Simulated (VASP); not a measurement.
# OsC6 (Fm-3m) in VASP: a series of runs, part 2 of 3

VASP 6.6.1.

### Step 4. Single point, PBE

File INCAR:

```
PREC = Accurate ; ENCUT = 520
EDIFF = 1E-6 ; ISMEAR = 0
SIGMA = 0.1 ; LREAL = False
LASPH = True ; NELM = 100
ALGO = Normal ; ISIF = 2
LWAVE = False ; LCHARG = False
GGA = PE ; NBANDS = 25
```

File KPOINTS:

```
regular mesh
0
Gamma
  6 6 6
```

File POSCAR:

```
OsC6
1.0
    0.0000000000      3.2014569618      3.2014569618
    3.2014569618      0.0000000000      3.2014569618
    3.2014569618      3.2014569618      0.0000000000
Os C
1 6
Direct
    0.0000000000      0.0000000000      0.0000000000
    0.3222369922      0.6777630078      0.6777630078
    0.6777630078      0.3222369922      0.3222369922
    0.6777630078      0.3222369922      0.6777630078
    0.3222369922      0.6777630078      0.3222369922
    0.6777630078      0.6777630078      0.3222369922
    0.3222369922      0.3222369922      0.6777630078
```

Potentials or basis: VASP PAW PBE potentials, release 64 (Os, C).

Command:

```bash
$ cat potpaw_PBE.64/Os/POTCAR potpaw_PBE.64/C/POTCAR > POTCAR
$ mpirun -np 1 vasp_std > vasp.out
```

OUTCAR:

```text
PREC = Accurate
   ENCUT = 520
   EDIFF = 1E-6
   ISMEAR = 0
   LREAL = False
   LASPH = True
   NELM = 100
   ISIF = 2
   GGA = PE

 ion  position               nearest neighbor table
   1  0.000  0.000  0.000-   2 2.06   3 2.06   4 2.06   5 2.06   6 2.06   7 2.06
   2  0.322  0.678  0.678-   4 1.61   5 1.61   6 1.61   7 1.61   1 2.06
   3  0.678  0.322  0.322-   4 1.61   5 1.61   6 1.61   7 1.61   1 2.06
   4  0.678  0.322  0.678-   2 1.61   3 1.61   6 1.61   7 1.61   1 2.06
   5  0.322  0.678  0.322-   2 1.61   3 1.61   6 1.61   7 1.61   1 2.06
   6  0.678  0.678  0.322-   2 1.61   3 1.61   4 1.61   5 1.61   1 2.06
   7  0.322  0.322  0.678-   2 1.61   3 1.61   4 1.61   5 1.61   1 2.06

  LATTYP: Found a face centered cubic cell.
 ALAT       =     6.4029139236

  Lattice vectors:

 A1 = (   0.0000000000,   3.2014569618,   3.2014569618)
 A2 = (   3.2014569618,   0.0000000000,   3.2014569618)
 A3 = (   3.2014569618,   3.2014569618,   0.0000000000)

Analysis of symmetry for initial positions (statically):
=====================================================================
 Subroutine PRICEL returns:
 Original cell was already a primitive cell.

 Routine SETGRP: Setting up the symmetry group for a
 face centered cubic supercell.

 Subroutine GETGRP returns: Found 48 space group operations
 (whereof 48 operations were pure point group operations)
 out of a pool of 48 trial point group operations.

The static configuration has the point symmetry O_h .

Analysis of symmetry for dynamics (positions and initial velocities):
=====================================================================
 Subroutine PRICEL returns:
 Original cell was already a primitive cell.

 Routine SETGRP: Setting up the symmetry group for a
 face centered cubic supercell.

 Subroutine GETGRP returns: Found 48 space group operations
 (whereof 48 operations were pure point group operations)
 out of a pool of 48 trial point group operations.

The dynamic configuration has the point symmetry O_h .

 Subroutine INISYM returns: Found 48 space group operations
 (whereof 48 operations are pure point group operations),
 and found     1 'primitive' translations

----------------------------------------------------------------------------------------

                                     Primitive cell

  volume of cell :      65.6256

  direct lattice vectors                    reciprocal lattice vectors
     0.000000000  3.201456962  3.201456962    -0.156178892  0.156178892  0.156178892
     3.201456962  0.000000000  3.201456962     0.156178892 -0.156178892  0.156178892
     3.201456962  3.201456962  0.000000000     0.156178892  0.156178892 -0.156178892

  length of vectors
     4.527543855  4.527543855  4.527543855     0.270509775  0.270509775  0.270509775

  position of ions in fractional coordinates (direct lattice)
     0.000000000  0.000000000  0.000000000
     0.322236992  0.677763008  0.677763008
     0.677763008  0.322236992  0.322236992
     0.677763008  0.322236992  0.677763008
     0.322236992  0.677763008  0.322236992
     0.677763008  0.677763008  0.322236992
     0.322236992  0.322236992  0.677763008

  ion indices of the primitive-cell ions
[... 37 lines left out ...]
  0.000000  0.000000  0.000000      1.000000
  0.166667  0.000000  0.000000      8.000000
  0.333333  0.000000  0.000000      8.000000
  0.500000  0.000000  0.000000      4.000000
  0.166667  0.166667  0.000000      6.000000
  0.333333  0.166667  0.000000     24.000000
[... 8 lines left out ...]
 -0.333333  0.333333  0.166667     24.000000
 -0.333333  0.500000  0.166667     12.000000
   k-points           NKPTS =     16   k-points in BZ     NKDIM =     16   number of bands    NBANDS=     25
   number of dos      NEDOS =    301   number of ions     NIONS =      7
   total plane-waves  NPLWV =  46656
   dimension x,y,z NGX =    36 NGY =   36 NGZ =   36
   dimension x,y,z NGXF=    72 NGYF=   72 NGZF=   72
   ions per type =               1   6
   NGX,Y,Z   is equivalent  to a cutoff of  13.22, 13.22, 13.22 a.u.
   NGXF,Y,Z  is equivalent  to a cutoff of  26.44, 26.44, 26.44 a.u.
 SYSTEM =  unknown system
   PREC   = accura    normal or accurate (medium, high low for compatibility)
   ISTART =      0    job   : 0-new  1-cont  2-samecut
   ICHARG =      2    charge: 1-file 2-atom 10-const
   ISPIN  =      1    spin polarized calculation?
   LNONCOLLINEAR =      F non collinear calculations
   LSORBIT =      F    spin-orbit coupling
   LASPH  =      T    aspherical Exc in radial PAW
   ENCUT  =  520.0 eV  38.22 Ry    6.18 a.u.   8.42  8.42  8.42*2*pi/ulx,y,z
   NELM   =    100;   NELMIN=  2; NELMDL= -5     # of ELM steps
   EDIFF  = 0.1E-05   stopping-criterion for ELM
   LREAL  =      F    real-space projection
   EDIFFG = 0.1E-04   stopping-criterion for IOM
   NSW    =      0    number of steps for IOM
   IBRION =     -1    ionic relax: 0-MD 1-quasi-New 2-CG
   NFREE  =      0    steps in history (QN), initial steepest desc. (CG)
   ISIF   =      2    stress and relaxation
   ISYM   =      2    0-nonsym 1-usesym 2-fastsym
   POTIM  = 0.5000    time-step for ionic-motion
   TEBEG  =    0.0;   TEEND  =   0.0 temperature during run
   PSTRESS=    0.0 pullay stress
   NELECT =      32.0000    total number of electrons
   NUPDOWN=      -1.0000    fix difference up-down
   EMIN   =  10.00;   EMAX   =-10.00  energy-range for DOS
   EFERMI =   0.00;   METHOD = LEGACY
   ISMEAR =     0;   SIGMA  =   0.10  broadening in eV -4-tet -1-fermi 0-gaus
   EFERMI_NEDOS =   21; number of points for ismear=-14 and -15
   IALGO  =     38    algorithm
   IMIX   =      4    mixing-type and parameters
     AMIX     =   0.40;   BMIX     =  1.00
     AMIX_MAG =   1.60;   BMIX_MAG =  1.00
  volume/ion in A,a.u.               =       9.38        63.27
  Fermi-wavevector in a.u.,A,eV,Ry     =   1.288548  2.435002 22.590503  1.660355
  Thomas-Fermi vector in A             =   2.420495
   LORBIT       =      0    0 simple, 1 ext, 2 COOP (PROOUT), +10 PAW based schemes
   GGA     = PE    functional components
   LHFCALC =     F    Hartree Fock is set to
   AEXX    =    0.0000 exact exchange contribution
   IVDW    =     0    specifies the selected vdW correction
   LEPSILON=     F    determine dielectric tensor
   LRPA    =     F    only Hartree local field effects (RPA)
 non-spin polarized calculation
 Gauss-broadening in eV      SIGMA  =   0.10
  energy-cutoff  :      520.00
  volume of cell :       65.63
 maximum number of plane-waves:      1807
 NGX is ok and might be reduce to    36
   NGX = 17   NGY = 17   NGZ = 17

 number of electron      32.0000000 magnetization

 Free energy of the ion-electron system (eV)
  ---------------------------------------------------
  ext. energy  EPLUGINS =         0.00000000
  ---------------------------------------------------
  free energy    TOTEN  =       -57.21105328 eV

  energy without entropy =      -57.21105328  energy(sigma->0) =      -57.21105328

 E-fermi :   6.7347     XC(G=0): -11.3949

 val. band max:        6.2851271886   @ k =   0.5000   0.5000   0.0000
 cond. band min:       7.2436552551   @ k =   0.5000   0.5000   0.0000
 fundamental gap:      0.9585280665
 Fermi energy:         6.7346853527

 k-point     1 :       0.0000    0.0000    0.0000
  band No.  band energies     occupation
      1     -17.4060      2.00000
      2      -7.5325      2.00000
      3      -7.5325      2.00000
      4      -7.5325      2.00000
      5      -4.1761      2.00000
      6      -1.7192      2.00000
[... 437 lines left out ...]
     24      13.4834      0.00000
     25      14.6485      0.00000

------------------------ aborting loop because EDIFF is reached ----------------------------------------

  FORCE on cell =-STRESS in cart. coord.  units (eV):
  Direction    XX          YY          ZZ          XY          YZ          ZX
  --------------------------------------------------------------------------------------
  -------------------------------------------------------------------------------------
  Total        0.3815862      0.3815862      0.3815862      0.0000000      0.0000000     -0.0000000
  in kB        9.3160155      9.3160155      9.3160155      0.0000000      0.0000000     -0.0000000
  external PRESSURE =       9.3160155 kB  Pullay stress =       0.0000000 kB

 VOLUME and BASIS-vectors are now :
 -----------------------------------------------------------------------------
  energy-cutoff  :      520.00
  volume of cell :       65.63
      direct lattice vectors                 reciprocal lattice vectors
     0.000000000  3.201456962  3.201456962    -0.156178892  0.156178892  0.156178892
     3.201456962  0.000000000  3.201456962     0.156178892 -0.156178892  0.156178892
     3.201456962  3.201456962  0.000000000     0.156178892  0.156178892 -0.156178892

 POSITION                                       TOTAL-FORCE (eV/Angst)
 -----------------------------------------------------------------------------------
      0.00000      0.00000      0.00000        -0.000000      0.000000      0.000000
      4.33966      3.20146      3.20146         0.037793      0.000000      0.000000
      2.06326      3.20146      3.20146        -0.037793      0.000000      0.000000
      3.20146      4.33966      3.20146        -0.000000      0.037793      0.000000
      3.20146      2.06326      3.20146        -0.000000     -0.037793      0.000000
      3.20146      3.20146      4.33966        -0.000000      0.000000      0.037793
      3.20146      3.20146      2.06326        -0.000000      0.000000     -0.037793
 -----------------------------------------------------------------------------------
    total drift:                                0.000000     -0.000000      0.000000

  FREE ENERGIE OF THE ION-ELECTRON SYSTEM (eV)
  ---------------------------------------------------
  free  energy   TOTEN  =       -57.2110532818 eV

  energy  without entropy=      -57.2110532818  energy(sigma->0) =      -57.21105328
```

It took 72 s on 1 thread of Intel Xeon Platinum 8259CL at 2.50GHz (Skylake/Cascade Lake), shared host; peak memory 0.2 GiB.

Results:

* Free energy: -57.2111 eV
* Pressure: 0.9 GPa
* Largest force: 0.038 eV/Å
* Band gap on the k mesh: 0.96 eV, direct

Forces in eV/Å, atoms in the order of the input:
```
Os   0.000  0.000  0.000
C    0.038  0.000  0.000
C   -0.038  0.000  0.000
C    0.000  0.038  0.000
C    0.000 -0.038  0.000
C    0.000  0.000  0.038
C    0.000  0.000 -0.038
```

Levels at points of the mesh, in eV from the valence-band top:
| k point | band 12 | band 13 | band 14 | band 15 | band 16 | band 17 | band 18 | band 19 | band 20 | band 21 |
| --- | --- | --- | --- | --- | --- | --- | --- | --- | --- | --- |
| (0.00, 0.00, 0.00) | -3.28 | -3.28 | -0.10 | -0.10 | -0.10 | 2.61 | 2.61 | 2.61 | 3.63 | 3.63 |
| (0.50, 0.00, 0.00) | -5.40 | -5.40 | -2.83 | -2.83 | -2.02 | 3.00 | 3.52 | 3.52 | 6.43 | 6.81 |
| (0.50, 0.50, 0.00) | -3.23 | -2.92 | -1.88 | -1.88 | 0.00 | 0.96 | 1.57 | 1.57 | 3.64 | 3.79 |

Caveat: spin-orbit coupling is left out, which moves the levels of the heavy elements.

### Step 5. Single point, PBE

File INCAR:

```
PREC     = Accurate       # precision mode
ENCUT    = 520            # plane-wave cutoff, eV
EDIFF    = 1E-6           # SCF threshold, eV
ISMEAR   = 0              # smearing method
SIGMA    = 0.02           # smearing width, eV
LREAL    = False          # projectors in reciprocal space
LASPH    = True           # aspherical terms in the spheres
NELM     = 100            # most SCF steps
ALGO     = Normal         # electronic algorithm
ISIF     = 2              # what is computed and relaxed
LWAVE    = False          # write WAVECAR
LCHARG   = False          # write CHGCAR
GGA      = PE             # functional
NBANDS   = 25             # bands
```

File KPOINTS:

```
Automatic mesh
0
Gamma
  8 8 8
```

File POSCAR:

```
OsC6
1.0
    0.0000000000      3.2010644632      3.2010644632
    3.2010644632      0.0000000000      3.2010644632
    3.2010644632      3.2010644632      0.0000000000
Os C
1 6
Direct
    0.0000000000      0.0000000000      0.0000000000
    0.3222128909      0.6777871091      0.6777871091
    0.6777871091      0.3222128909      0.3222128909
    0.6777871091      0.3222128909      0.6777871091
    0.3222128909      0.6777871091      0.3222128909
    0.6777871091      0.6777871091      0.3222128909
    0.3222128909      0.3222128909      0.6777871091
```

Command:

```bash
$ cat potpaw_PBE.64/Os/POTCAR potpaw_PBE.64/C/POTCAR > POTCAR
$ mpirun -np 1 vasp_std > vasp.out
```

It took 70 s on 1 thread of Intel Xeon Platinum 8259CL at 2.50GHz (Skylake/Cascade Lake), shared host; peak memory 0.22 GiB.

The run converged. Its results:

```yaml
Free_energy: -57.2110 eV
Pressure: 1.0 GPa
Largest_force: 0.030 eV/Å
Band_gap_on_the_k_mesh: 0.96 eV, direct
```

Forces on the atoms (eV/Å):
```
Os   0.000  0.000  0.000
C    0.030  0.000  0.000
C   -0.030  0.000  0.000
C    0.000  0.030  0.000
C    0.000 -0.030  0.000
C    0.000  0.000  0.030
C    0.000  0.000 -0.030
```

Levels at points of the mesh, in eV from the valence-band top:
| k point | band 14 | band 15 | band 16 | band 17 | band 18 | band 19 |
| --- | --- | --- | --- | --- | --- | --- |
| (0.00, 0.00, 0.00) | -0.10 | -0.10 | -0.10 | 2.61 | 2.61 | 2.61 |
| (0.50, 0.00, 0.00) | -2.83 | -2.83 | -2.03 | 3.00 | 3.52 | 3.52 |
| (0.50, 0.50, 0.00) | -1.88 | -1.88 | 0.00 | 0.96 | 1.57 | 1.57 |

Caveat: spin-orbit coupling is left out, which moves the levels of the heavy elements.

(Part 2 of 3 ends here.)
